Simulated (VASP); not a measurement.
Input of a VASP 6.6.1 run:

File INCAR:

```
SYSTEM = SiC
PREC = Accurate ; ENCUT = 520
EDIFF = 1E-6 ; ISMEAR = 0
SIGMA = 0.05 ; LREAL = .False.
LASPH = .True. ; NELM = 120
ALGO = Normal ; ISIF = 2
LWAVE = .False. ; LCHARG = .False.
LDIPOL = .True. ; IDIPOL = 3
DIPOL = 0.5 0.5 0.299 ; GGA = PS
NBANDS = 21 ; GGA_COMPAT = .False.
NELMDL = -8
```

KPOINTS

```
regular mesh
0
Gamma
  9 9 1
  0 0 0
```

The input POSCAR:

```
SiC
1.0
    3.0807229203      0.0000000000      0.0000000000
    0.0000000000      3.0807229203      0.0000000000
    0.0000000000      0.0000000000     22.4397802203
C Si
3 3
Direct
    0.0000000000      0.5000000000      0.1782548653
    0.5000000000      0.0000000000      0.2753324679
    0.0000000000      0.5000000000      0.3715446449
    0.5000000000      0.5000000000      0.2267936666
    0.0000000000      0.0000000000      0.3227303214
    0.5000000000      0.5000000000      0.4206716879
```

Potentials or basis: VASP PAW PBE potentials, release 64 (C, Si).

Launch:

```sh
$ cat potpaw_PBE.64/C/POTCAR potpaw_PBE.64/Si/POTCAR > POTCAR
$ mpirun -np 1 vasp_std > vasp.out
```

Predict the band gap on the k mesh.

zero (bands 12 and 13 overlap by 0.43 eV).

Estimate the largest force.

2.162 eV/Å.

Forces in eV/Å, atoms in the order of the input:
```
C    0.000  0.000  2.004
C    0.000  0.000  0.130
C    0.000  0.000 -0.001
Si   0.000  0.000 -2.162
Si   0.000  0.000  0.009
Si   0.000  0.000  0.021
```

Caveat: the PAW data sets were made with another functional, which shifts forces and pressure a little.
